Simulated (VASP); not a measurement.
# Ag in VASP: a series of runs, part 2 of 3

VASP 6.6.1. The steps go on from the part before.

**3. Electric field gradients, PBEsol (volume scaled by 1.02)**

The input, INCAR:

```
PREC     = Accurate       # precision mode
ENCUT    = 520            # plane-wave cutoff, eV
EDIFF    = 1E-8           # SCF threshold, eV
ISMEAR   = -1             # smearing method
SIGMA    = 0.03           # smearing width, eV
LREAL    = False          # projectors in reciprocal space
LASPH    = True           # aspherical terms in the spheres
NELM     = 60             # most SCF steps
ALGO     = Normal         # electronic algorithm
ISIF     = 2              # what is computed and relaxed
LWAVE    = False          # write WAVECAR
LCHARG   = False          # write CHGCAR
GGA      = PS             # functional
LEFG     = True         
NBANDS   = 12             # bands
```

The input, KPOINTS:

```
regular mesh
0
Gamma
  15 15 15
```

The input, POSCAR:

```
Ag
1.0
    0.0000000000      2.0566308579      2.0566308579
    2.0566308579      0.0000000000      2.0566308579
    2.0566308579      2.0566308579      0.0000000000
Ag
1
Direct
    0.0000000000      0.0000000000      0.0000000000
```

Potentials or basis: VASP PAW PBE potentials, release 64 (Ag).

On the command line:

```bash
> cat potpaw_PBE.64/Ag/POTCAR > POTCAR
> mpirun -np 1 vasp_std > vasp.out
```

OUTCAR:

```text
PREC = Accurate
   ENCUT = 520
   EDIFF = 1E-8
   ISMEAR = -1
   LREAL = False
   LASPH = True
   NELM = 60
   ISIF = 2
   GGA = PS

 ion  position               nearest neighbor table
   1  0.000  0.000  0.000-

  LATTYP: Found a face centered cubic cell.
 ALAT       =     4.1132617158

  Lattice vectors:

 A1 = (   0.0000000000,   2.0566308579,   2.0566308579)
 A2 = (   2.0566308579,   0.0000000000,   2.0566308579)
 A3 = (   2.0566308579,   2.0566308579,   0.0000000000)

Analysis of symmetry for initial positions (statically):
=====================================================================
 Subroutine PRICEL returns:
 Original cell was already a primitive cell.

 Routine SETGRP: Setting up the symmetry group for a
 face centered cubic supercell.

 Subroutine GETGRP returns: Found 48 space group operations
 (whereof 48 operations were pure point group operations)
 out of a pool of 48 trial point group operations.

The static configuration has the point symmetry O_h .

Analysis of symmetry for dynamics (positions and initial velocities):
=====================================================================
 Subroutine PRICEL returns:
 Original cell was already a primitive cell.

 Routine SETGRP: Setting up the symmetry group for a
 face centered cubic supercell.

 Subroutine GETGRP returns: Found 48 space group operations
 (whereof 48 operations were pure point group operations)
 out of a pool of 48 trial point group operations.

[... 161 lines left out ...]
      7      23.8946      0.00000
      8      27.3474      0.00000
      9      27.3474      0.00000
     10      27.3474      0.00000
     11      32.1190      0.00000
     12      33.1122      0.00000
[... 331 lines left out ...]
 k-point    24 :       0.2000    0.1333    0.0000
  band No.  band energies     occupation
      1       1.3935      2.00000
      2       2.8692      2.00000
      3       3.6015      2.00000
      4       3.6341      2.00000
      5       4.0209      2.00000
      6       4.4462      2.00000
      7      22.8521      0.00000
      8      24.4846      0.00000
      9      24.7803      0.00000
     10      26.3252      0.00000
     11      29.7035      0.00000
     12      32.9575      0.00000

 [... further k-points ...]

------------------------ aborting loop because EDIFF is reached ----------------------------------------

  FORCE on cell =-STRESS in cart. coord.  units (eV):
  Direction    XX          YY          ZZ          XY          YZ          ZX
  --------------------------------------------------------------------------------------
  -------------------------------------------------------------------------------------
  Total       -0.5264424     -0.5264424     -0.5264424      0.0000000     -0.0000000      0.0000000
  in kB      -48.4799800    -48.4799800    -48.4799800      0.0000000     -0.0000000      0.0000000
  external PRESSURE =     -48.4799800 kB  Pullay stress =       0.0000000 kB

 VOLUME and BASIS-vectors are now :
 -----------------------------------------------------------------------------
  energy-cutoff  :      520.00
  volume of cell :       17.40
      direct lattice vectors                 reciprocal lattice vectors
     0.000000000  2.056630858  2.056630858    -0.243116064  0.243116064  0.243116064
     2.056630858  0.000000000  2.056630858     0.243116064 -0.243116064  0.243116064
     2.056630858  2.056630858  0.000000000     0.243116064  0.243116064 -0.243116064

 POSITION                                       TOTAL-FORCE (eV/Angst)
 -----------------------------------------------------------------------------------
      0.00000      0.00000      0.00000        -0.000000     -0.000000      0.000000
 -----------------------------------------------------------------------------------
    total drift:                                0.000000      0.000000     -0.000000

  FREE ENERGIE OF THE ION-ELECTRON SYSTEM (eV)
  ---------------------------------------------------
  free  energy   TOTEN  =        -3.2942259917 eV

  energy  without entropy=       -3.2927237736  energy(sigma->0) =       -3.29347488

 Electric field gradients (V/A^2)
---------------------------------------------------------------------
 ion       V_xx      V_yy      V_zz      V_xy      V_xz      V_yz
---------------------------------------------------------------------
   1       0.000     0.000    -0.000     0.001     0.001     0.001
---------------------------------------------------------------------

 Electric field gradients after diagonalization (V/A^2)
 (convention: |V_zz| > |V_xx| > |V_yy|)
----------------------------------------------------------------------
 ion       V_xx      V_yy      V_zz     asymmetry (V_yy - V_xx)/ V_zz
----------------------------------------------------------------------
   1      -0.001    -0.001     0.001       0.000
----------------------------------------------------------------------

           NMR quadrupolar parameters

 Cq : quadrupolar parameter    Cq=e*Q*V_zz/h
 eta: asymmetry parameters     (V_yy - V_xx)/ V_zz
 Q  : nuclear electric quadrupole moment in mb (millibarn)
----------------------------------------------------------------------
 ion       Cq(MHz)       eta       Q (mb)
----------------------------------------------------------------------
   1       0.000       0.000       1.000
----------------------------------------------------------------------
```

stdout:

```text
POSCAR found type information on POSCAR Ag
 POSCAR found :  1 types and       1 ions
 scaLAPACK will be used
 -----------------------------------------------------------------------------
|                                                                             |
|                                                                             |
|     You enforced a specific xc type in the INCAR file but a different       |
|     I HOPE YOU KNOW WHAT YOU ARE DOING!                                     |
|                                                                             |
 -----------------------------------------------------------------------------

 LDA part: xc-table for (Slater+PW92), standard interpolation
 POSCAR, INCAR and KPOINTS ok, starting setup
 FFT: planning ... GRIDC
 FFT: planning ... GRID_SOFT
 FFT: planning ... GRID
 WAVECAR not read
 entering main loop
ion   1
```

It used 13 s of CPU time on 1 thread of Intel Xeon 6975P-C (shared host).

What came out:

```
Free energy : -3.2942 eV
Pressure    : -4.8 GPa
```

Caveat: without QUAD_EFG the Cq values of the log hold for a quadrupole moment of 1 mb, not for the nuclei; the PAW data sets were made with another functional, which shifts forces and pressure a little.

**4. Electric field gradients, PBEsol (volume scaled by 1.02)**

The input, INCAR:

```
SYSTEM = Ag
PREC = Accurate ; ENCUT = 520
EDIFF = 1E-8 ; ISMEAR = -1
SIGMA = 0.03 ; LREAL = .FALSE.
LASPH = .TRUE. ; NELM = 60
ALGO = Normal ; ISIF = 2
LWAVE = .FALSE. ; LCHARG = .FALSE.
GGA = PS ; LEFG = .TRUE.
NBANDS = 12
```

The input, KPOINTS:

```
Automatic mesh
0
G
  15 15 15
  0 0 0
```

POSCAR is that of step 3.

Potentials or basis: VASP PAW PBE potentials, release 64 (Ag).

On the command line:

```bash
> cat potpaw_PBE.64/Ag/POTCAR > POTCAR
> mpirun -np 1 vasp_std > vasp.out
```

OUTCAR:

```text
SYSTEM = Ag
   PREC = Accurate
   ENCUT = 520
   EDIFF = 1E-8
   ISMEAR = -1
   LREAL = .FALSE.
   LASPH = .TRUE.
   NELM = 60
   ISIF = 2
   GGA = PS

 ion  position               nearest neighbor table
   1  0.000  0.000  0.000-

  LATTYP: Found a face centered cubic cell.
 ALAT       =     4.1132617158

  Lattice vectors:

 A1 = (   0.0000000000,   2.0566308579,   2.0566308579)
 A2 = (   2.0566308579,   0.0000000000,   2.0566308579)
 A3 = (   2.0566308579,   2.0566308579,   0.0000000000)

[... 564 lines left out ...]
    total drift:                                0.000000      0.000000     -0.000000

  FREE ENERGIE OF THE ION-ELECTRON SYSTEM (eV)
  ---------------------------------------------------
  free  energy   TOTEN  =        -3.2942259917 eV

  energy  without entropy=       -3.2927237736  energy(sigma->0) =       -3.29347488

 Electric field gradients (V/A^2)
---------------------------------------------------------------------
 ion       V_xx      V_yy      V_zz      V_xy      V_xz      V_yz
---------------------------------------------------------------------
   1       0.000     0.000    -0.000     0.001     0.001     0.001
---------------------------------------------------------------------

 Electric field gradients after diagonalization (V/A^2)
 (convention: |V_zz| > |V_xx| > |V_yy|)
----------------------------------------------------------------------
 ion       V_xx      V_yy      V_zz     asymmetry (V_yy - V_xx)/ V_zz
----------------------------------------------------------------------
   1      -0.001    -0.001     0.001       0.000
----------------------------------------------------------------------

           NMR quadrupolar parameters

 Cq : quadrupolar parameter    Cq=e*Q*V_zz/h
 eta: asymmetry parameters     (V_yy - V_xx)/ V_zz
 Q  : nuclear electric quadrupole moment in mb (millibarn)
----------------------------------------------------------------------
 ion       Cq(MHz)       eta       Q (mb)
----------------------------------------------------------------------
   1       0.000       0.000       1.000
----------------------------------------------------------------------
```

stdout:

```text
POSCAR found type information on POSCAR Ag
 POSCAR found :  1 types and       1 ions
 scaLAPACK will be used
 -----------------------------------------------------------------------------
|                                                                             |
|                                                                             |
|     You enforced a specific xc type in the INCAR file but a different       |
|     I HOPE YOU KNOW WHAT YOU ARE DOING!                                     |
|                                                                             |
 -----------------------------------------------------------------------------

 LDA part: xc-table for (Slater+PW92), standard interpolation
 POSCAR, INCAR and KPOINTS ok, starting setup
 FFT: planning ... GRIDC
 FFT: planning ... GRID_SOFT
 FFT: planning ... GRID
 WAVECAR not read
 entering main loop
ion   1
```

It took 21 s on 1 thread of Intel Xeon 6975P-C, shared host; peak memory 0.15 GiB.

Results:

```yaml
Free_energy: -3.2942 eV
Pressure: -4.8 GPa
```

Caveat: without QUAD_EFG the Cq values of the log hold for a quadrupole moment of 1 mb, not for the nuclei; the PAW data sets were made with another functional, which shifts forces and pressure a little.

(Continued in part 3 of 3.)
